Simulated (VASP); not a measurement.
A run of VASP 6.6.1 is set up as follows.

File INCAR:

```
SYSTEM = KBr
PREC = Accurate
ENCUT = 520
EDIFF = 1E-8
ISMEAR = -1
SIGMA = 0.01
LREAL = .FALSE.
LASPH = .TRUE.
NELM = 60
ALGO = Normal
ISIF = 2
LWAVE = .FALSE.
LCHARG = .FALSE.
GGA = PE
LEFG = .TRUE.
NBANDS = 15
```

File KPOINTS:

```
Automatic mesh
0
G
  7 7 7
  0 0 0
```

The input POSCAR:

```
KBr
1.0
    0.0000000000      3.3464850048      3.3464850048
    3.3464850048      0.0000000000      3.3464850048
    3.3464850048      3.3464850048      0.0000000000
K Br
1 1
Direct
    0.0000000000      0.0000000000      0.0000000000
    0.5000000000      0.5000000000      0.5000000000
```

Potentials or basis: VASP PAW PBE potentials, release 64 (K_sv, Br).

The run is started by

```console
$ cat potpaw_PBE.64/K_sv/POTCAR potpaw_PBE.64/Br/POTCAR > POTCAR
$ mpirun -np 1 vasp_std > vasp.out
```

Estimate the band gap on the k mesh.

4.32 eV, direct.

What does it give for the pressure?

0.1 GPa.

Caveat: without QUAD_EFG the Cq values of the log hold for a quadrupole moment of 1 mb, not for the nuclei. A k mesh can miss the band edges.
